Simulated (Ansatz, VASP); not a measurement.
## Two plane-wave programs on CaO

Contents of INCAR:

```
PREC = Accurate
ENCUT = 520
EDIFF = 1E-7
ISMEAR = -1
SIGMA = 0.02
LREAL = F
LASPH = T
NELM = 100
ALGO = Normal
ISIF = 2
LWAVE = F
LCHARG = F
GGA = PE
NBANDS = 15
```

The input KPOINTS:

```
regular mesh
0
Gamma
  8 8 8
```

The input POSCAR:

```
CaO
1.0
   -0.0695128464      2.5372188926      2.5372188926
    2.5372188926     -0.0695128464      2.5372188926
    2.5372188926      2.5372188926     -0.0695128464
Ca O
1 1
Direct
   -0.0028848282     -0.0028848282     -0.0028848282
    0.2528848282      0.2528848282      0.2528848282
```

Input for Ansatz:

```yaml
crystal:
  lattice:
    - [-0.0695128464, 2.5372188926, 2.5372188926]
    - [2.5372188926, -0.0695128464, 2.5372188926]
    - [2.5372188926, 2.5372188926, -0.0695128464]
  atoms:
    - { symbol: Ca, position: [-0.0028848282, -0.0028848282, -0.0028848282] }
    - { symbol: O, position: [0.2528848282, 0.2528848282, 0.2528848282] }
kpoints:
  mp_grid: { grid: [8, 8, 8] }
  band_path:
    path:
      - [0.0, 0.0, 0.0]
      - [-0.5, -0.5, 0.0]
      - [-0.375, -0.375, 0.25]
      - [-0.375, 0.0, 0.375]
      - [0.0, 0.0, 0.5]
      - [-0.5, -0.25, 0.25]
      - [0.0, 0.5, 0.5]
    npoints: 1
hamiltonian:
  xc: pbe
scf:
  occupations: { method: fermi_dirac, width: 0.02 }
  n_extra_bands: 4
output:
  forces: true
  stress: true
  eigenvalues: true
  write_density: true
  write_potential: true
  elf: true
  volumetric_format: npy
```

Change from the starting cell: shear_111 strain -4.0%.

Alike in both runs: task single point; functional PBE; k mesh 8 × 8 × 8; occupations fermi-dirac, width 0.02 eV; no spin polarisation.

|  | VASP | Ansatz |
| --- | --- | --- |
| version | VASP 6.6.1 | Ansatz 0.2.0 |
| potentials or method | VASP PAW PBE potentials, release 64 (Ca_sv, O) | plane waves, PAW |
| plane-wave cutoff (eV) | 520 | 420 |
| valence electrons in the cell | 16 | 16 |

|  | VASP | Ansatz | Ansatz less VASP |
| --- | --- | --- | --- |
| gap on the k mesh at the Fermi level (eV) | 3.45 | 3.45 | +0.007 |
| pressure (GPa) | 5.4 | 4.8 | -0.57 |
| traceless stress, the component that is largest in VASP (GPa) | 0.82 | 0.82 | +0.003 |
